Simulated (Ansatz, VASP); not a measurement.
## PtSe2: VASP beside Ansatz

The input INCAR:

```
SYSTEM = PtSe2
ALGO = Normal
DIPOL = 0.5 0.5 0.382
EDIFF = 1E-7
ENCUT = 520
GGA = PE
IDIPOL = 3
ISIF = 2
ISMEAR = 0
IVDW = 12
LASPH = .TRUE.
LCHARG = .FALSE.
LDIPOL = .TRUE.
LREAL = .FALSE.
LWAVE = .FALSE.
NBANDS = 31
NELM = 60
PREC = Accurate
SIGMA = 0.05
```

File KPOINTS:

```
k-points
0
G
  9 9 1
  0 0 0
```

POSCAR

```
PtSe2
1.0
    3.7070357730      0.0000000000      0.0000000000
   -1.8535178865      3.2103871521      0.0000000000
    0.0000000000      0.0000000000     22.7981619012
Se Pt
4 2
Direct
    0.6666666667      0.3333333333      0.1973843339
    0.3333333333      0.6666666667      0.3135814625
    0.5000000000      1.3333333333      0.4499959688
    0.1666666667      1.6666666667      0.5661930974
    0.0000000000      0.0000000000      0.2554828982
   -0.1666666667      1.0000000000      0.5080945331
```

Input for Ansatz:

```yaml
crystal:
  lattice:
    - [3.707035773, 0.0, 0.0]
    - [-1.8535178865, 3.2103871521, 0.0]
    - [0.0, 0.0, 22.7981619012]
  atoms:
    - { symbol: Se, position: [0.6666666667, 0.3333333333, 0.1973843339] }
    - { symbol: Pt, position: [0.0, 0.0, 0.2554828982] }
    - { symbol: Se, position: [0.3333333333, 0.6666666667, 0.3135814625] }
    - { symbol: Se, position: [0.5, 1.3333333333, 0.4499959688] }
    - { symbol: Pt, position: [-0.1666666667, 1.0, 0.5080945331] }
    - { symbol: Se, position: [0.1666666667, 1.6666666667, 0.5661930974] }
basis:
  ecutwfc: 420
kpoints:
  mp_grid: { grid: [9, 9, 1] }
hamiltonian:
  xc: pbe
  pseudopotentials: { kind: paw, azcp: { folder: soft_1 } }
  dispersion: d3bj
scf:
  occupations: { method: gaussian, width: 0.05 }
output:
  forces: true
  eigenvalues: true
efield:
  axis: 3
  dipole_correction: true
  ramp_width: 0.04
```

Alike in both runs: task single point; functional PBE; dispersion D3(BJ); k mesh 9 × 9 × 1; occupations gaussian, width 0.05 eV; no spin polarisation.

|  | VASP | Ansatz |
| --- | --- | --- |
| version | VASP 6.6.1 | Ansatz 0.2.0 |
| potentials or method | VASP PAW PBE potentials, release 64 (Se, Pt), cutoff 520 eV | scalar-relativistic, plane waves, PAW |
| valence electrons in the cell | 44 | 100 |

|  | VASP | Ansatz | Ansatz less VASP |
| --- | --- | --- | --- |
| gap on the k mesh at the Fermi level (eV) | 0.72 | 0.73 | +0.008 |
| least direct gap on the mesh (eV) | 0.97 | 0.98 | +0.009 |
| rms of the force components (eV/Å) | 0.052 | 0.052 | +0.0002 |

VASP's potentials hold 44 valence electrons a cell and Ansatz's 100, so a difference there can come from the potentials and not from the codes.

Spin-orbit coupling is off throughout.
